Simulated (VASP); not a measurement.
# Ti (Fm-3m) in VASP: further runs

Runs on Ti. Level: r2SCAN. Tasks: relaxation of cell and atoms.

Program: VASP 6.6.1. These are calculated values, not measurements. Logs are shortened: lines on timing, memory, paths and dates and some standing lists are left out, and cuts for length are marked.

## (1) The cell of the first run

The structure is cubic, space group Fm-3m (No. 225). Conventional cell: a = 4.130 Å, b = 4.130 Å, c = 4.130 Å, α = 90.00°, β = 90.00°, γ = 90.00°. Ti (site symmetry m-3m) has 12 Ti at 2.92 Å within 3.8 Å.

This isn't the form of Ti at room conditions, which is hcp.

## (2) Relaxation of cell and atoms, r2SCAN

Contents of POSCAR:

```
Ti
1.0
    0.0000000000      2.0650000000      2.0650000000
    2.0650000000      0.0000000000      2.0650000000
    2.0650000000      2.0650000000      0.0000000000
Ti
1
Direct
    0.0000000000      0.0000000000      0.0000000000
```

Contents of INCAR.step1:

```
SYSTEM = Ti
  PREC = Accurate
  ENCUT = 550
  ISMEAR = 1
  SIGMA = 0.05
  LREAL = .False.
  LASPH = .True.
  NELM = 120
  GGA = PE
  ALGO = Normal
  EDIFF = 1E-5
  LWAVE = .True.
  LCHARG = .False.
  GGA_COMPAT = .False.
  IBRION = 2
  ISIF = 3
  EDIFFG = -0.005
  NELMIN = 4
  NSW = 100
```

Contents of INCAR.step2:

```
SYSTEM = Ti
  PREC = Accurate
  ENCUT = 550
  EDIFF = 1E-7
  ISMEAR = 1
  SIGMA = 0.05
  LREAL = .False.
  LASPH = .True.
  NELM = 120
  ALGO = Normal
  ISIF = 3
  LWAVE = .False.
  LCHARG = .False.
  METAGGA = R2SCAN
  LMIXTAU = .True.
  IBRION = 2
  NSW = 60
  EDIFFG = -0.01
  ISTART = 1
  GGA_COMPAT = .False.
  NELMIN = 4
```

Contents of KPOINTS:

```
Automatic mesh
0
Gamma
  7 7 7
  0 0 0
```

Potentials or basis: VASP PAW PBE potentials, release 64 (Ti_sv).

On the command line:

```console
$ cat potpaw_PBE.64/Ti_sv/POTCAR > POTCAR
$ cp INCAR.step1 INCAR
$ mpirun -np 1 vasp_std > vasp.out
$ cp INCAR.step2 INCAR
$ mpirun -np 1 vasp_std > vasp.out
```

OUTCAR:

```text
SYSTEM = Ti
   PREC = Accurate
   ENCUT = 550
   EDIFF = 1E-7
   ISMEAR = 1
   LREAL = .False.
   LASPH = .True.
   NELM = 120
   ISIF = 3
   METAGGA = R2SCAN
   IBRION = 2
   NSW = 60
   EDIFFG = -0.01
   ISTART = 1
   NELMIN = 4

 ion  position               nearest neighbor table
   1  0.000  0.000  0.000-

  LATTYP: Found a face centered cubic cell.
 ALAT       =     4.1300000000

  Lattice vectors:

 A1 = (   0.0000000000,   2.0650000000,   2.0650000000)
 A2 = (   2.0650000000,   0.0000000000,   2.0650000000)
 A3 = (   2.0650000000,   2.0650000000,   0.0000000000)

Analysis of symmetry for initial positions (statically):
=====================================================================
 Subroutine PRICEL returns:
 Original cell was already a primitive cell.

 Routine SETGRP: Setting up the symmetry group for a
 face centered cubic supercell.

 Subroutine GETGRP returns: Found 48 space group operations
 (whereof 48 operations were pure point group operations)
 out of a pool of 48 trial point group operations.

The static configuration has the point symmetry O_h .

Analysis of symmetry for dynamics (positions and initial velocities):
=====================================================================
 Subroutine PRICEL returns:
 Original cell was already a primitive cell.

 Routine SETGRP: Setting up the symmetry group for a
 face centered cubic supercell.

 Subroutine GETGRP returns: Found 48 space group operations
 (whereof 48 operations were pure point group operations)
 out of a pool of 48 trial point group operations.

The dynamic configuration has the point symmetry O_h .

 Subroutine INISYM returns: Found 48 space group operations
 (whereof 48 operations are pure point group operations),
 and found     1 'primitive' translations

----------------------------------------------------------------------------------------

                                     Primitive cell

  volume of cell :      17.6112

  direct lattice vectors                    reciprocal lattice vectors
     0.000000000  2.065000000  2.065000000    -0.242130751  0.242130751  0.242130751
     2.065000000  0.000000000  2.065000000     0.242130751 -0.242130751  0.242130751
     2.065000000  2.065000000  0.000000000     0.242130751  0.242130751 -0.242130751

  length of vectors
     2.920351006  2.920351006  2.920351006     0.419382762  0.419382762  0.419382762

  position of ions in fractional coordinates (direct lattice)
     0.000000000  0.000000000  0.000000000

  ion indices of the primitive-cell ions
   primitive index   ion index
                 1           1

----------------------------------------------------------------------------------------

 KPOINTS: Automatic mesh

Automatic generation of k-mesh.
 Grid dimensions read from file:
 generate k-points for:    7    7    7

 Generating k-lattice:

  Cartesian coordinates                     Fractional coordinates (reciprocal lattice)
    -0.034590107  0.034590107  0.034590107     0.142857143  0.000000000  0.000000000
     0.034590107 -0.034590107  0.034590107     0.000000000  0.142857143  0.000000000
     0.034590107  0.034590107 -0.034590107     0.000000000  0.000000000  0.142857143

  Length of vectors
     0.059911823  0.059911823  0.059911823

  Shift w.r.t. Gamma in fractional coordinates (k-lattice)
     0.000000000  0.000000000  0.000000000

 Subroutine IBZKPT returns following result:
 ===========================================

 Found     20 irreducible k-points:

 Following reciprocal coordinates:
            Coordinates               Weight
  0.000000  0.000000  0.000000      1.000000
  0.142857  0.000000  0.000000      8.000000
  0.285714  0.000000  0.000000      8.000000
  0.428571  0.000000  0.000000      8.000000
  0.142857  0.142857  0.000000      6.000000
  0.285714  0.142857  0.000000     24.000000
[... 12 lines left out ...]
 -0.428571  0.428571  0.142857     24.000000
 -0.285714  0.428571  0.142857     24.000000
   k-points           NKPTS =     20   k-points in BZ     NKDIM =     20   number of bands    NBANDS=     10
   number of dos      NEDOS =    301   number of ions     NIONS =      1
   total plane-waves  NPLWV =  13824
   dimension x,y,z NGX =    24 NGY =   24 NGZ =   24
   dimension x,y,z NGXF=    48 NGYF=   48 NGZF=   48
   ions per type =               1
   NGX,Y,Z   is equivalent  to a cutoff of  13.66, 13.66, 13.66 a.u.
   NGXF,Y,Z  is equivalent  to a cutoff of  27.32, 27.32, 27.32 a.u.
 SYSTEM =  Ti
   PREC   = accura    normal or accurate (medium, high low for compatibility)
   ISTART =      1    job   : 0-new  1-cont  2-samecut
   ICHARG =      0    charge: 1-file 2-atom 10-const
   ISPIN  =      1    spin polarized calculation?
   LNONCOLLINEAR =      F non collinear calculations
   LSORBIT =      F    spin-orbit coupling
   LASPH  =      T    aspherical Exc in radial PAW
   ENCUT  =  550.0 eV  40.42 Ry    6.36 a.u.   5.58  5.58  5.58*2*pi/ulx,y,z
   NELM   =    120;   NELMIN=  4; NELMDL=  0     # of ELM steps
   EDIFF  = 0.1E-06   stopping-criterion for ELM
   LREAL  =      F    real-space projection
   EDIFFG = -.1E-01   stopping-criterion for IOM
   NSW    =     60    number of steps for IOM
   IBRION =      2    ionic relax: 0-MD 1-quasi-New 2-CG
   NFREE  =      1    steps in history (QN), initial steepest desc. (CG)
   ISIF   =      3    stress and relaxation
   ISYM   =      2    0-nonsym 1-usesym 2-fastsym
   POTIM  = 0.5000    time-step for ionic-motion
   TEBEG  =    0.0;   TEEND  =   0.0 temperature during run
   PSTRESS=    0.0 pullay stress
   NELECT =      12.0000    total number of electrons
   NUPDOWN=      -1.0000    fix difference up-down
   EMIN   =  10.00;   EMAX   =-10.00  energy-range for DOS
   EFERMI =   0.00;   METHOD = LEGACY
   ISMEAR =     1;   SIGMA  =   0.05  broadening in eV -4-tet -1-fermi 0-gaus
   EFERMI_NEDOS =   21; number of points for ismear=-14 and -15
   IALGO  =     38    algorithm
   IMIX   =      4    mixing-type and parameters
     AMIX     =   0.40;   BMIX     =  1.00
     AMIX_MAG =   1.60;   BMIX_MAG =  1.00
  volume/ion in A,a.u.               =      17.61       118.85
  Fermi-wavevector in a.u.,A,eV,Ry     =   1.440584  2.722309 28.235921  2.075282
  Thomas-Fermi vector in A             =   2.559312
   LORBIT       =      0    0 simple, 1 ext, 2 COOP (PROOUT), +10 PAW based schemes
   METAGGA = R2SCAN    functional components
   LHFCALC =     F    Hartree Fock is set to
   AEXX    =    0.0000 exact exchange contribution
   IVDW    =     0    specifies the selected vdW correction
   LEPSILON=     F    determine dielectric tensor
   LRPA    =     F    only Hartree local field effects (RPA)
 conjugate gradient relaxation of ions
 non-spin polarized calculation
 Methfessel and Paxton  Order N= 1 SIGMA  =   0.05
  energy-cutoff  :      550.00
  volume of cell :       17.61
 maximum number of plane-waves:       531
 NGX is ok and might be reduce to    24
   NGX = 11   NGY = 11   NGZ = 11

--------------------------------------- Ionic step        1  -------------------------------------------

 number of electron      12.0000000 magnetization

 Free energy of the ion-electron system (eV)
  ---------------------------------------------------
  ext. energy  EPLUGINS =         0.00000000
  ---------------------------------------------------
  free energy    TOTEN  =       -12.87230900 eV

  energy without entropy =      -12.87234458  energy(sigma->0) =      -12.87232086

------------------------ aborting loop because EDIFF is reached ----------------------------------------

  FORCE on cell =-STRESS in cart. coord.  units (eV):
  Direction    XX          YY          ZZ          XY          YZ          ZX
  --------------------------------------------------------------------------------------
  -------------------------------------------------------------------------------------
  Total       -0.0990240     -0.0990240     -0.0990240      0.0000000     -0.0000000      0.0000000
  in kB       -9.0086705     -9.0086705     -9.0086705      0.0000000     -0.0000000      0.0000000
  external PRESSURE =      -9.0086705 kB  Pullay stress =       0.0000000 kB

 VOLUME and BASIS-vectors are now :
 -----------------------------------------------------------------------------
  energy-cutoff  :      550.00
  volume of cell :       17.61
      direct lattice vectors                 reciprocal lattice vectors
     0.000000000  2.065000000  2.065000000    -0.242130751  0.242130751  0.242130751
     2.065000000  0.000000000  2.065000000     0.242130751 -0.242130751  0.242130751
     2.065000000  2.065000000  0.000000000     0.242130751  0.242130751 -0.242130751
[... 36 lines left out ...]
 POSITION                                       TOTAL-FORCE (eV/Angst)
 -----------------------------------------------------------------------------------
      2.05514      2.05514      4.11027         0.000000     -0.000000     -0.000000
 -----------------------------------------------------------------------------------
    total drift:                               -0.000000     -0.000000     -0.000000

  FREE ENERGIE OF THE ION-ELECTRON SYSTEM (eV)
  ---------------------------------------------------
  free  energy   TOTEN  =       -12.8724521214 eV

  energy  without entropy=      -12.8722414204  energy(sigma->0) =      -12.87238189

--------------------------------------- Ionic step        3  -------------------------------------------

 number of electron      12.0000001 magnetization

 Free energy of the ion-electron system (eV)
  ---------------------------------------------------
  ext. energy  EPLUGINS =         0.00000000
  ---------------------------------------------------
  free energy    TOTEN  =       -12.87270455 eV

  energy without entropy =      -12.87260898  energy(sigma->0) =      -12.87267269

 E-fermi :   8.1649     XC(G=0): -12.3838

 val. band max:        8.1533630983   @ k =   0.2857   0.0000   0.0000
 cond. band min:       8.2003480183   @ k =  -0.4286   0.2857   0.1429
 fundamental gap:      0.0469849199
 Fermi energy:         8.1649197394

 k-point     1 :       0.0000    0.0000    0.0000
  band No.  band energies     occupation
      1     -50.9048      2.00000
      2     -25.7138      2.00000
      3     -25.7138      2.00000
      4     -25.7138      2.00000
      5       1.7117      2.00000
      6       9.1557     -0.00000
      7       9.1557     -0.00000
      8       9.1557     -0.00000
      9      10.9450      0.00000
     10      10.9450      0.00000

 k-point     2 :       0.1429    0.0000    0.0000
  band No.  band energies     occupation
      1     -50.8814      2.00000
      2     -25.8463      2.00000
      3     -25.7302      2.00000
      4     -25.7302      2.00000
      5       2.3745      2.00000
      6       8.7604     -0.00000
      7       9.3585      0.00000
      8       9.3585      0.00000
      9      10.8335      0.00000
     10      10.8335      0.00000
[... 254 lines left out ...]
 POSITION                                       TOTAL-FORCE (eV/Angst)
 -----------------------------------------------------------------------------------
      0.00000      0.00000      0.00000        -0.000000     -0.000000      0.000000
 -----------------------------------------------------------------------------------
    total drift:                               -0.000000      0.000000     -0.000000

  FREE ENERGIE OF THE ION-ELECTRON SYSTEM (eV)
  ---------------------------------------------------
  free  energy   TOTEN  =       -12.8727045484 eV

  energy  without entropy=      -12.8726089814  energy(sigma->0) =      -12.87267269

 reached required accuracy - stopping structural energy minimisation
```

It took 64 s on 1 thread of Intel Xeon Platinum 8488C (Sapphire Rapids), shared host; peak memory 0.14 GiB.

Results:

| Quantity | Value |
| --- | --- |
| Free energy | -12.8727 eV |
| Relaxed volume | 17.47 Å³/atom |
| Relaxed cell | a = 2.913 Å, b = 2.913 Å, c = 2.913 Å, α = 60.00°, β = 60.00°, γ = 60.00° |
| Space group after relaxing (to 0.1 Å) | Fm-3m (No. 225) |
| Energy gained by relaxing | 0.4 meV/atom |
| Ionic steps | 3 |
| Pressure after relaxing | 0.0 GPa |
| Band gap on the k mesh | zero (bands 6 and 7 overlap by 1.24 eV) |

Step by step:
```csv
step,energy change (eV),largest force (eV/Å),pressure (GPa),volume (Å³)
1,0.0000,0.0000,-0.90,17.61
2,-0.0001,0.0000,0.73,17.36
3,-0.0004,0.0000,-0.01,17.47
```

Final structure:
```
Ti
1.0
     0.00000    2.05951    2.05951
     2.05951    0.00000    2.05951
     2.05951    2.05951    0.00000
Ti
1
Direct
  0.00000 0.00000 0.00000
```

Levels at points of the mesh, in eV from the Fermi level:
| k point | band 3 | band 4 | band 5 | band 6 | band 7 | band 8 | band 9 | band 10 |
| --- | --- | --- | --- | --- | --- | --- | --- | --- |
| (0.00, 0.00, 0.00) | -33.88 | -33.88 | -6.45 | 0.99 | 0.99 | 0.99 | 2.78 | 2.78 |

Caveat: the k points lie up to 0.38 Å⁻¹ apart in the final cell, too coarse for converged energies and pressures of a metal; the PAW data sets were made with another functional, which shifts forces and pressure a little.

(Continued in part 2 of 2.)
